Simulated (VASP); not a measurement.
Crystal: HgTe.

```xyz
4
Lattice="2.9521 -3.4201 0.0000 2.9521 3.4201 0.0000 0.0000 0.0000 5.7198" Properties=species:S:1:pos:R:3 pbc="T T T"
Hg    2.9521   -1.0736    1.4299
Hg    2.9521    1.0736    4.2898
Te    2.9521    1.9481    1.4299
Te    2.9521   -1.9481    4.2898
```

Base run:

```yaml
Program: VASP 6.6.1
Functional: r2SCAN
Potentials_or_basis: VASP PAW PBE potentials, release 64 (Hg, Te)
Cutoff: 520 eV
k_mesh: 6 × 6 × 5
Occupations: fermi-dirac, width 0.05 eV
Spin: no spin polarisation
```

Its results: band gap on the k mesh zero (band 18 reaches 4.50 eV, above the bottom of band 19 at 2.34 eV); pressure 0.6 GPa; largest force 0.061 eV/Å.

Task: The run is repeated on the same cell with these changes: functional from r2SCAN to PBE. What comes out?

Result: Band gap on the k mesh zero (band 18 reaches 4.69 eV, above the bottom of band 19 at 2.48 eV); pressure 1.8 GPa; largest force 0.057 eV/Å.

Caveats: spin-orbit coupling is left out, which moves the levels of the heavy elements; the PAW data sets were made with another functional, which shifts forces and pressure a little (some runs).
